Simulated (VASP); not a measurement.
Set up this calculation in VASP 6.6.1, as the native input.

```
Task                   : relaxation of cell and atoms
Functional             : PBE
Potentials or basis    : VASP PAW PBE potentials, release 64 (Mg, Cd, Se, S)
Cutoff                 : 600 eV
k mesh                 : 4 × 4 × 4
Occupations            : gaussian, width 0.1 eV
Spin                   : no spin polarisation
Dipole correction      : no
Further INCAR settings : ALGO = Normal; EDIFF = 1e-07; IBRION = 2; EDIFFG = -0.04; NSW = 90; ISIF = 3
```

The structure of MgCdSeS2 lies in POSCAR:

```
MgCdSeS2
1.0
    3.3944229300     -3.9896739700      0.0000000000
    3.3944229300      3.9896739700      0.0000000000
    0.0000000000      0.0000000000      5.1491745600
Mg Cd Se S
1 1 1 2
Direct
    0.0000000000      0.0000000000      0.0000000000
    0.5000000000      0.5000000000      0.0000000000
    0.5000000000      0.5000000000      0.5000000000
    0.6938579600      0.3061420400      0.5000000000
    0.3061420400      0.6938579600      0.5000000000
```

The cell was generated, and may not be a known phase.

These files were run (other wordings do the same):

INCAR

```
PREC     = Accurate       # precision mode
ENCUT    = 600            # plane-wave cutoff, eV
EDIFF    = 1E-7           # SCF threshold, eV
ISMEAR   = 0              # smearing method
SIGMA    = 0.1            # smearing width, eV
LREAL    = F              # projectors in reciprocal space
LASPH    = T              # aspherical terms in the spheres
NELM     = 80             # most SCF steps
ALGO     = Normal         # electronic algorithm
ISIF     = 3              # what is computed and relaxed
LWAVE    = F              # write WAVECAR
LCHARG   = F              # write CHGCAR
GGA      = PE             # functional
IBRION   = 2              # ionic algorithm
NSW      = 90             # ionic steps
EDIFFG   = -0.04          # ionic threshold
```

KPOINTS

```
Automatic mesh
0
Gamma
  4 4 4
```

Potentials or basis: VASP PAW PBE potentials, release 64 (Mg, Cd, Se, S).

Run with:

```bash
$ cat potpaw_PBE.64/Mg/POTCAR potpaw_PBE.64/Cd/POTCAR potpaw_PBE.64/Se/POTCAR potpaw_PBE.64/S/POTCAR > POTCAR
$ mpirun -np 1 vasp_std > vasp.out
```

Results of the run:

```
Relaxed volume                        : 41.54 Å³/atom
Relaxed cell                          : a = 6.698 Å, b = 6.698 Å, c = 4.630 Å, α = 90.00°, β = 90.00°, γ = 91.19°
Space group after relaxing (to 0.1 Å) : Cmmm (No. 65)
Pressure after relaxing               : 0.0 GPa
Largest force after relaxing          : 0.004 eV/Å
Band gap on the k mesh                : zero (bands 16 and 17 overlap by 0.11 eV)
```

Caveat: the volume moved by over 15 % at a fixed basis, so the end points are rough; semilocal functionals underestimate gaps, and a narrow one can read as zero.

Run time: 28 min on 1 thread of Intel(R) Xeon(R) 6975P-C (Granite Rapids), with other jobs on the host, peak memory 0.33 GiB.
